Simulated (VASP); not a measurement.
Crystal: Mg5CdS6.

```
Mg Cd S
1.0
     3.73238    0.00489   -0.03748
     0.00489    3.80079   -0.01964
    -0.15921   -0.08342   15.61100
Mg Cd S
5 1 6
Direct
  0.00247 0.01101 0.65732
  0.50024 0.48485 0.50861
  0.02828 0.97345 0.34448
  0.49448 0.48854 0.17153
  0.48264 0.52368 0.82243
  0.00200 0.97449 0.99412
  0.04427 0.97728 0.49586
  0.44276 0.49036 0.33784
  0.03064 0.04688 0.17217
  0.52080 0.51703 0.00495
  0.97647 0.01188 0.82991
  0.47496 0.50053 0.66077
```

| Quantity | Value |
| --- | --- |
| Program | VASP 6.6.1 |
| Task | relaxation of cell and atoms |
| Functional | PBE |
| Potentials or basis | VASP PAW PBE potentials, release 64 (Mg, Cd, S) |
| Cutoff | 600 eV |
| k mesh | 4 × 4 × 1 |
| Occupations | gaussian, width 0.1 eV |
| Spin | no spin polarisation |

At the start: pressure 1.8 GPa; volume 18.45 Å³/atom.

**Question.** How do energy, volume and symmetry change on relaxing?

**Answer.** Over 19 steps the energy falls by 69.4 meV/atom and the volume is 18.44 Å³/atom (-0.1 %); space group P1 (No. 1, to 0.1 Å) before, P4/mmm (No. 123, to 0.1 Å).

Step by step:
```tsv
step	energy change (eV)	largest force (eV/Å)	pressure (GPa)	volume (Å³)
1	0.0000	1.6303	1.85	221.43
2	-0.5100	0.7535	-1.42	228.30
3	-0.5599	0.5961	-2.56	231.47
4	-0.7235	0.5291	-0.14	222.45
5	-0.7337	0.5183	0.73	219.71
6	-0.7910	0.2846	0.46	220.10
7	-0.8107	0.1719	0.29	220.49
8	-0.8182	0.0873	-0.22	221.98
9	-0.8186	0.0861	-0.36	222.42
10	-0.8231	0.0826	0.01	221.30
11	-0.8234	0.0812	0.13	220.95
12	-0.8268	0.0561	0.09	221.04
13	-0.8296	0.0772	0.02	221.21
14	-0.8316	0.0431	-0.05	221.42
15	-0.8320	0.0424	-0.10	221.56
16	-0.8325	0.0322	0.17	220.75
17	-0.8326	0.0341	0.11	220.93
18	-0.8331	0.0253	-0.02	221.31
19	-0.8331	0.0224	-0.01	221.27
```

Final structure:
```cif
data_structure
_symmetry_space_group_name_H-M 'P 1'
_symmetry_Int_Tables_number 1
_cell_length_a 3.7422
_cell_length_b 3.7436
_cell_length_c 15.7948
_cell_angle_alpha 90.029
_cell_angle_beta 90.017
_cell_angle_gamma 89.997
_cell_volume 221.27
loop_
_atom_site_label
_atom_site_type_symbol
_atom_site_fract_x
_atom_site_fract_y
_atom_site_fract_z
_atom_site_occupancy
Mg1 Mg 0.99771 0.00038 0.66353 1
Mg2 Mg 0.49932 0.49800 0.49988 1
Mg3 Mg 0.00259 0.99770 0.33638 1
Mg4 Mg 0.50234 0.49824 0.17068 1
Mg5 Mg 0.49775 0.50288 0.82926 1
Cd1 Cd 0.00038 0.00284 0.00017 1
S1 S 0.99918 0.99859 0.49998 1
S2 S 0.50233 0.49746 0.33576 1
S3 S 0.00203 0.99906 0.17293 1
S4 S 0.50024 0.50226 0.00009 1
S5 S 0.99780 0.00239 0.82720 1
S6 S 0.49832 0.50019 0.66417 1
```

Caveat: the k points lie up to 0.42 Å⁻¹ apart in the final cell.
